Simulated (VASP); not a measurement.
# KI (Amm2) in VASP: a series of runs

Runs on KI. Level: PBEsol. Tasks: single point.

Program: VASP 6.6.1. These are calculated values, not measurements. Logs are shortened: lines on timing, memory, paths and dates and some standing lists are left out, and cuts for length are marked.

## 1. The cell of the first run

The structure is orthorhombic, space group Amm2 (No. 38). The conventional cell has a = 4.291 Å, b = 6.069 Å, c = 6.069 Å, α = 90.00°, β = 90.00°, γ = 90.00°. K (site symmetry mm2) has 8 I at 3.66 to 3.78 Å and 6 K at 4.29 Å within 4.8 Å. I (site symmetry mm2) has 8 K at 3.66 to 3.78 Å and 6 I at 4.29 Å within 4.8 Å.

## 2. Single point, PBEsol (all K atoms moved +0.075 Å, as atom 1 along Cartesian [1 1 0])

INCAR reads:

```
SYSTEM = KI
  PREC = Accurate
  ENCUT = 520
  EDIFF = 1E-6
  ISMEAR = 0
  SIGMA = 0.05
  LREAL = .FALSE.
  LASPH = .TRUE.
  NELM = 60
  ALGO = Normal
  ISIF = 2
  LWAVE = .FALSE.
  LCHARG = .FALSE.
  GGA = PS
  NBANDS = 15
```

KPOINTS reads:

```
regular mesh
0
G
  6 6 6
  0 0 0
```

POSCAR reads:

```
KI
1.0
    4.2911966600      0.0000000000      0.0000000000
    0.0000000000      4.2911966600      0.0000000000
    0.0000000000      0.0000000000      4.2911966600
K I
1 1
Direct
    0.0123585593      0.0123585593      0.0000000000
    0.5000000000      0.5000000000      0.5000000000
```

Potentials or basis: VASP PAW PBE potentials, release 64 (K_sv, I).

Launch:

```console
$ cat potpaw_PBE.64/K_sv/POTCAR potpaw_PBE.64/I/POTCAR > POTCAR
$ mpirun -np 1 vasp_std > vasp.out
```

OUTCAR:

```text
SYSTEM = KI
   PREC = Accurate
   ENCUT = 520
   EDIFF = 1E-6
   ISMEAR = 0
   LREAL = .FALSE.
   LASPH = .TRUE.
   NELM = 60
   ISIF = 2
   GGA = PS

 ion  position               nearest neighbor table
   1  0.012  0.012  0.000-   2 3.66   2 3.66
   2  0.500  0.500  0.500-   1 3.66   1 3.66

  LATTYP: Found a simple cubic cell.
 ALAT       =     4.2911966600

  Lattice vectors:

 A1 = (   4.2911966600,   0.0000000000,   0.0000000000)
 A2 = (   0.0000000000,   4.2911966600,   0.0000000000)
 A3 = (   0.0000000000,   0.0000000000,   4.2911966600)

Analysis of symmetry for initial positions (statically):
=====================================================================
 Subroutine PRICEL returns:
 Original cell was already a primitive cell.

 Routine SETGRP: Setting up the symmetry group for a
 simple cubic supercell.

 Subroutine GETGRP returns: Found  4 space group operations
 (whereof  4 operations were pure point group operations)
 out of a pool of 48 trial point group operations.

The static configuration has the point symmetry C_2v.

Analysis of symmetry for dynamics (positions and initial velocities):
=====================================================================
 Subroutine PRICEL returns:
 Original cell was already a primitive cell.

 Routine SETGRP: Setting up the symmetry group for a
 simple cubic supercell.

 Subroutine GETGRP returns: Found  4 space group operations
 (whereof  4 operations were pure point group operations)
 out of a pool of 48 trial point group operations.

The dynamic configuration has the point symmetry C_2v.

 Subroutine INISYM returns: Found  4 space group operations
 (whereof  4 operations are pure point group operations),
 and found     1 'primitive' translations

----------------------------------------------------------------------------------------

                                     Primitive cell

  volume of cell :      79.0197

  direct lattice vectors                    reciprocal lattice vectors
     4.291196660  0.000000000  0.000000000     0.233035230  0.000000000  0.000000000
     0.000000000  4.291196660  0.000000000     0.000000000  0.233035230  0.000000000
     0.000000000  0.000000000  4.291196660     0.000000000  0.000000000  0.233035230

  length of vectors
     4.291196660  4.291196660  4.291196660     0.233035230  0.233035230  0.233035230

  position of ions in fractional coordinates (direct lattice)
     0.012358559  0.012358559  0.000000000
     0.500000000  0.500000000  0.500000000

  ion indices of the primitive-cell ions
   primitive index   ion index
                 1           1
                 2           2

----------------------------------------------------------------------------------------

 KPOINTS: regular mesh

Automatic generation of k-mesh.
 Grid dimensions read from file:
 generate k-points for:    6    6    6

 Generating k-lattice:

  Cartesian coordinates                     Fractional coordinates (reciprocal lattice)
     0.038839205  0.000000000  0.000000000     0.166666667  0.000000000  0.000000000
     0.000000000  0.038839205  0.000000000     0.000000000  0.166666667  0.000000000
     0.000000000  0.000000000  0.038839205     0.000000000  0.000000000  0.166666667

  Length of vectors
     0.038839205  0.038839205  0.038839205

  Shift w.r.t. Gamma in fractional coordinates (k-lattice)
     0.000000000  0.000000000  0.000000000

 Subroutine IBZKPT returns following result:
 ===========================================

 Found     52 irreducible k-points:

 Following reciprocal coordinates:
            Coordinates               Weight
  0.000000  0.000000  0.000000      1.000000
  0.166667  0.000000  0.000000      4.000000
  0.000000  0.000000  0.166667      2.000000
  0.333333  0.000000  0.000000      4.000000
  0.000000  0.000000  0.333333      2.000000
  0.500000  0.000000  0.000000      2.000000
[... 16 lines left out ...]
  0.333333  0.000000  0.500000      4.000000
  0.500000  0.500000  0.000000      1.000000
 [... further k-points ...]
   k-points           NKPTS =     52   k-points in BZ     NKDIM =     52   number of bands    NBANDS=     15
   number of dos      NEDOS =    301   number of ions     NIONS =      2
   total plane-waves  NPLWV =  32768
   dimension x,y,z NGX =    32 NGY =   32 NGZ =   32
   dimension x,y,z NGXF=    64 NGYF=   64 NGZF=   64
   ions per type =               1   1
   NGX,Y,Z   is equivalent  to a cutoff of  12.40, 12.40, 12.40 a.u.
   NGXF,Y,Z  is equivalent  to a cutoff of  24.79, 24.79, 24.79 a.u.
 SYSTEM =  KI
   PREC   = accura    normal or accurate (medium, high low for compatibility)
   ISTART =      0    job   : 0-new  1-cont  2-samecut
   ICHARG =      2    charge: 1-file 2-atom 10-const
   ISPIN  =      1    spin polarized calculation?
   LNONCOLLINEAR =      F non collinear calculations
   LSORBIT =      F    spin-orbit coupling
   LASPH  =      T    aspherical Exc in radial PAW
   ENCUT  =  520.0 eV  38.22 Ry    6.18 a.u.   7.98  7.98  7.98*2*pi/ulx,y,z
   NELM   =     60;   NELMIN=  2; NELMDL= -5     # of ELM steps
   EDIFF  = 0.1E-05   stopping-criterion for ELM
   LREAL  =      F    real-space projection
   EDIFFG = 0.1E-04   stopping-criterion for IOM
   NSW    =      0    number of steps for IOM
   IBRION =     -1    ionic relax: 0-MD 1-quasi-New 2-CG
   NFREE  =      0    steps in history (QN), initial steepest desc. (CG)
   ISIF   =      2    stress and relaxation
   ISYM   =      2    0-nonsym 1-usesym 2-fastsym
   POTIM  = 0.5000    time-step for ionic-motion
   TEBEG  =    0.0;   TEEND  =   0.0 temperature during run
   PSTRESS=    0.0 pullay stress
   NELECT =      16.0000    total number of electrons
   NUPDOWN=      -1.0000    fix difference up-down
   EMIN   =  10.00;   EMAX   =-10.00  energy-range for DOS
   EFERMI =   0.00;   METHOD = LEGACY
   ISMEAR =     0;   SIGMA  =   0.05  broadening in eV -4-tet -1-fermi 0-gaus
   EFERMI_NEDOS =   21; number of points for ismear=-14 and -15
   IALGO  =     38    algorithm
   IMIX   =      4    mixing-type and parameters
     AMIX     =   0.40;   BMIX     =  1.00
     AMIX_MAG =   1.60;   BMIX_MAG =  1.00
  volume/ion in A,a.u.               =      39.51       266.63
  Fermi-wavevector in a.u.,A,eV,Ry     =   0.961324  1.816639 12.573738  0.924144
  Thomas-Fermi vector in A             =   2.090686
   LORBIT       =      0    0 simple, 1 ext, 2 COOP (PROOUT), +10 PAW based schemes
   GGA     = PS    functional components
   LHFCALC =     F    Hartree Fock is set to
   AEXX    =    0.0000 exact exchange contribution
   IVDW    =     0    specifies the selected vdW correction
   LEPSILON=     F    determine dielectric tensor
   LRPA    =     F    only Hartree local field effects (RPA)
 non-spin polarized calculation
 Gauss-broadening in eV      SIGMA  =   0.05
  energy-cutoff  :      520.00
  volume of cell :       79.02
 maximum number of plane-waves:      2176
   NGX = 15   NGY = 15   NGZ = 15

 number of electron      16.0000003 magnetization

 Free energy of the ion-electron system (eV)
  ---------------------------------------------------
  ext. energy  EPLUGINS =         0.00000000
  ---------------------------------------------------
  free energy    TOTEN  =        -5.72100805 eV

  energy without entropy =       -5.72100805  energy(sigma->0) =       -5.72100805

 E-fermi :   1.0192     XC(G=0):  -7.8728

 val. band max:        0.7805315240   @ k =   0.0000   0.5000   0.5000
 cond. band min:       3.9663155713   @ k =   0.0000   0.0000   0.0000
 fundamental gap:      3.1857840473
 Fermi energy:         1.0192189544

 k-point     1 :       0.0000    0.0000    0.0000
  band No.  band energies     occupation
      1     -28.4002      2.00000
      2     -11.9177      2.00000
      3     -11.9168      2.00000
      4     -11.9168      2.00000
      5     -10.4173      2.00000
      6       0.4134      2.00000
      7       0.4142      2.00000
      8       0.4144      2.00000
      9       3.9663      0.00000
     10       5.4503      0.00000
     11       5.4558      0.00000
     12       9.1719      0.00000
     13       9.1771      0.00000
     14       9.1788      0.00000
     15      11.2241      0.00000

 k-point     2 :       0.1667    0.0000    0.0000
  band No.  band energies     occupation
      1     -28.3990      2.00000
      2     -11.9657      2.00000
      3     -11.9141      2.00000
      4     -11.9138      2.00000
      5     -10.3372      2.00000
      6      -0.2453      2.00000
      7       0.4328      2.00000
      8       0.4331      2.00000
      9       4.5515      0.00000
     10       5.6501      0.00000
     11       6.1255      0.00000
     12       9.0725      0.00000
     13       9.0785      0.00000
     14       9.2874      0.00000
     15      10.2562      0.00000

 k-point     3 :       0.0000    0.0000    0.1667
  band No.  band energies     occupation
      1     -28.3990      2.00000
      2     -11.9655      2.00000
      3     -11.9143      2.00000
      4     -11.9138      2.00000
      5     -10.3371      2.00000
      6      -0.2454      2.00000
      7       0.4327      2.00000
      8       0.4332      2.00000
      9       4.5516      0.00000
     10       5.6535      0.00000
     11       6.1209      0.00000
     12       9.0706      0.00000
     13       9.0775      0.00000
     14       9.2929      0.00000
     15      10.2399      0.00000
[... 343 lines left out ...]
 k-point    23 :       0.3333    0.0000    0.5000
  band No.  band energies     occupation
      1     -28.3918      2.00000
      2     -12.0269      2.00000
      3     -11.9793      2.00000
      4     -11.8983      2.00000
      5     -10.0767      2.00000
      6      -1.1231      2.00000
      7      -0.6595      2.00000
      8       0.7026      2.00000
      9       5.0969      0.00000
     10       6.4259      0.00000
     11       7.7775      0.00000
     12       7.9187      0.00000
     13       8.5478      0.00000
     14       9.4005      0.00000
     15      10.2784      0.00000

 k-point    24 :       0.5000    0.5000    0.0000
  band No.  band energies     occupation
      1     -28.3907      2.00000
      2     -12.0047      2.00000
      3     -12.0035      2.00000
      4     -11.8959      2.00000
      5     -10.0671      2.00000
      6      -0.9565      2.00000
      7      -0.9562      2.00000
      8       0.7797      2.00000
      9       4.5952      0.00000
     10       6.3839      0.00000
     11       7.5381      0.00000
     12       7.5425      0.00000
     13       9.6928      0.00000
     14       9.7000      0.00000
     15      10.2149      0.00000

 [... further k-points ...]

------------------------ aborting loop because EDIFF is reached ----------------------------------------

  FORCE on cell =-STRESS in cart. coord.  units (eV):
  Direction    XX          YY          ZZ          XY          YZ          ZX
  --------------------------------------------------------------------------------------
  -------------------------------------------------------------------------------------
  Total       -0.2602833     -0.2602833     -0.2593840      0.0096005      0.0000000      0.0000000
  in kB       -5.2774200     -5.2774200     -5.2591858      0.1946569      0.0000000      0.0000000
  external PRESSURE =      -5.2713419 kB  Pullay stress =       0.0000000 kB

 VOLUME and BASIS-vectors are now :
 -----------------------------------------------------------------------------
  energy-cutoff  :      520.00
  volume of cell :       79.02
      direct lattice vectors                 reciprocal lattice vectors
     4.291196660  0.000000000  0.000000000     0.233035230  0.000000000  0.000000000
     0.000000000  4.291196660  0.000000000     0.000000000  0.233035230  0.000000000
     0.000000000  0.000000000  4.291196660     0.000000000  0.000000000  0.233035230

 POSITION                                       TOTAL-FORCE (eV/Angst)
 -----------------------------------------------------------------------------------
      0.05303      0.05303      0.00000        -0.024852     -0.024852      0.000000
      2.14560      2.14560      2.14560         0.024852      0.024852      0.000000
 -----------------------------------------------------------------------------------
    total drift:                                0.000109      0.000109     -0.000000

  FREE ENERGIE OF THE ION-ELECTRON SYSTEM (eV)
  ---------------------------------------------------
  free  energy   TOTEN  =        -5.7210080514 eV

  energy  without entropy=       -5.7210080514  energy(sigma->0) =       -5.72100805
```

It took 48 s on 1 thread of Intel Xeon 8259CL, shared host; peak memory 0.21 GiB.

What came out:

```yaml
Free_energy: -5.7210 eV
Pressure: -0.5 GPa
Largest_force: 0.035 eV/Å
Band_gap_on_the_k_mesh: 3.19 eV (least direct gap 3.55 eV)
```

Forces in eV/Å, atoms in the order of the input:
```
K   -0.025 -0.025  0.000
I    0.025  0.025  0.000
```

Levels at points of the mesh, in eV from the valence-band top:
```
           k point  band 4  band 5  band 6  band 7  band 8  band 9  band 10  band 11  band 12  band 13
(0.00, 0.00, 0.00)  -12.70  -11.20   -0.37   -0.37   -0.37    3.19     4.67     4.68     8.39     8.40
(0.50, 0.00, 0.00)  -12.69  -10.88   -2.33   -0.29   -0.29    5.34     6.09     6.96     6.96     8.58
(0.00, 0.00, 0.50)  -12.69  -10.88   -2.33   -0.29   -0.29    5.34     6.10     6.94     6.96     8.63
(0.50, 0.50, 0.00)  -12.68  -10.85   -1.74   -1.74    0.00    3.81     5.60     6.76     6.76     8.91
(0.00, 0.50, 0.50)  -12.68  -10.85   -1.74   -1.74    0.00    3.82     5.61     6.76     6.76     8.92
(0.50, 0.50, 0.50)  -12.76  -10.68   -1.68   -1.68   -1.68    5.52     5.52     5.52     8.83     8.84
```

Caveat: the cell differs from its parent crystal (all K atoms moved +0.075 Å, as atom 1 along Cartesian [1 1 0]); the PAW data sets were made with another functional, which shifts forces and pressure a little; spin-orbit coupling is left out, which moves the levels of the heavy elements. A k mesh can miss the band edges.

## 3. Single point, PBEsol (all K atoms moved +0.113 Å, as atom 1 along Cartesian [1 1 0])

INCAR reads:

```
ALGO = Normal
EDIFF = 1E-6
ENCUT = 520
GGA = PS
ISIF = 2
ISMEAR = 0
LASPH = True
LCHARG = False
LREAL = False
LWAVE = False
NBANDS = 15
NELM = 60
PREC = Accurate
SIGMA = 0.05
```

KPOINTS reads:

```
k-points
0
Gamma
  6 6 6
```

Changes to POSCAR since step 2:

```diff
@@ -8,3 +8,3 @@
 Direct
-    0.0123585593      0.0123585593      0.0000000000
+    0.0185378390      0.0185378390      0.0000000000
     0.5000000000      0.5000000000      0.5000000000
```

Potentials or basis: VASP PAW PBE potentials, release 64 (K_sv, I).

Launch:

```console
$ cat potpaw_PBE.64/K_sv/POTCAR potpaw_PBE.64/I/POTCAR > POTCAR
$ mpirun -np 1 vasp_std > vasp.out
```

OUTCAR:

```text
EDIFF = 1E-6
   ENCUT = 520
   GGA = PS
   ISIF = 2
   ISMEAR = 0
   LASPH = True
   LREAL = False
   NELM = 60
   PREC = Accurate

 ion  position               nearest neighbor table
   1  0.019  0.019  0.000-   2 3.63   2 3.63
   2  0.500  0.500  0.500-   1 3.63   1 3.63

  LATTYP: Found a simple cubic cell.
 ALAT       =     4.2911966600

  Lattice vectors:

 A1 = (   4.2911966600,   0.0000000000,   0.0000000000)
 A2 = (   0.0000000000,   4.2911966600,   0.0000000000)
[... 616 lines left out ...]

------------------------ aborting loop because EDIFF is reached ----------------------------------------

  FORCE on cell =-STRESS in cart. coord.  units (eV):
  Direction    XX          YY          ZZ          XY          YZ          ZX
  --------------------------------------------------------------------------------------
  -------------------------------------------------------------------------------------
  Total       -0.2487577     -0.2487577     -0.2467492      0.0216253      0.0000000      0.0000000
  in kB       -5.0437310     -5.0437310     -5.0030063      0.4384681      0.0000000      0.0000000
  external PRESSURE =      -5.0301561 kB  Pullay stress =       0.0000000 kB

 VOLUME and BASIS-vectors are now :
 -----------------------------------------------------------------------------
  energy-cutoff  :      520.00
  volume of cell :       79.02
      direct lattice vectors                 reciprocal lattice vectors
     4.291196660  0.000000000  0.000000000     0.233035230  0.000000000  0.000000000
     0.000000000  4.291196660  0.000000000     0.000000000  0.233035230  0.000000000
     0.000000000  0.000000000  4.291196660     0.000000000  0.000000000  0.233035230

 POSITION                                       TOTAL-FORCE (eV/Angst)
 -----------------------------------------------------------------------------------
      0.07955      0.07955      0.00000        -0.038010     -0.038010      0.000000
      2.14560      2.14560      2.14560         0.038010      0.038010      0.000000
 -----------------------------------------------------------------------------------
    total drift:                               -0.000013     -0.000013      0.000000

  FREE ENERGIE OF THE ION-ELECTRON SYSTEM (eV)
  ---------------------------------------------------
  free  energy   TOTEN  =        -5.7193439540 eV

  energy  without entropy=       -5.7193439540  energy(sigma->0) =       -5.71934395
```

OSZICAR:

```text
N       E                     dE             d eps       ncg     rms          rms(c)
DAV:   1     0.821300744613E+02    0.82130E+02   -0.64470E+03  1560   0.903E+02
DAV:   2    -0.612613945566E+00   -0.82743E+02   -0.77293E+02  1987   0.210E+02
DAV:   3    -0.555629203002E+01   -0.49437E+01   -0.49198E+01  2356   0.441E+01
DAV:   4    -0.582734545896E+01   -0.27105E+00   -0.27100E+00  2206   0.892E+00
DAV:   5    -0.582990824859E+01   -0.25628E-02   -0.25627E-02  2337   0.997E-01    0.260E+00
DAV:   6    -0.573846386743E+01    0.91444E-01   -0.62132E-02  2043   0.197E+00    0.190E+00
DAV:   7    -0.571746513083E+01    0.20999E-01   -0.81255E-02  2057   0.177E+00    0.784E-01
DAV:   8    -0.571922257477E+01   -0.17574E-02   -0.13005E-02  1828   0.831E-01    0.189E-01
DAV:   9    -0.571929014642E+01   -0.67572E-04   -0.57205E-04  2291   0.159E-01    0.735E-02
DAV:  10    -0.571933960761E+01   -0.49461E-04   -0.14493E-04  1809   0.888E-02    0.161E-02
DAV:  11    -0.571934344916E+01   -0.38416E-05   -0.88400E-06  2187   0.184E-02    0.132E-02
DAV:  12    -0.571934395402E+01   -0.50486E-06   -0.18337E-06  1864   0.861E-03
   1 F= -.57193440E+01 E0= -.57193440E+01  d E =-.282452E-11
```

It took 42 s on 1 thread of Intel Xeon 8259CL, shared host; peak memory 0.22 GiB.

Results:

```
Free energy            : -5.7193 eV
Pressure               : -0.5 GPa
Largest force          : 0.054 eV/Å
Band gap on the k mesh : 3.19 eV (least direct gap 3.55 eV)
```

Forces on the atoms (eV/Å):
```
K   -0.038 -0.038  0.000
I    0.038  0.038  0.000
```

Levels at points of the mesh, in eV from the valence-band top:
```
           k point  band 6  band 7  band 8  band 9  band 10  band 11
(0.00, 0.00, 0.00)   -0.37   -0.37   -0.36    3.19     4.67     4.69
(0.50, 0.00, 0.00)   -2.33   -0.29   -0.29    5.34     6.08     6.96
(0.00, 0.00, 0.50)   -2.33   -0.29   -0.29    5.34     6.09     6.92
(0.50, 0.50, 0.00)   -1.74   -1.73    0.00    3.82     5.61     6.76
(0.00, 0.50, 0.50)   -1.74   -1.73    0.00    3.82     5.61     6.76
(0.50, 0.50, 0.50)   -1.68   -1.68   -1.68    5.51     5.52     5.52
```

Caveat: the cell differs from its parent crystal (all K atoms moved +0.113 Å, as atom 1 along Cartesian [1 1 0]); the PAW data sets were made with another functional, which shifts forces and pressure a little; spin-orbit coupling is left out, which moves the levels of the heavy elements. A k mesh can miss the band edges.

(Part 1 of 2 ends here.)
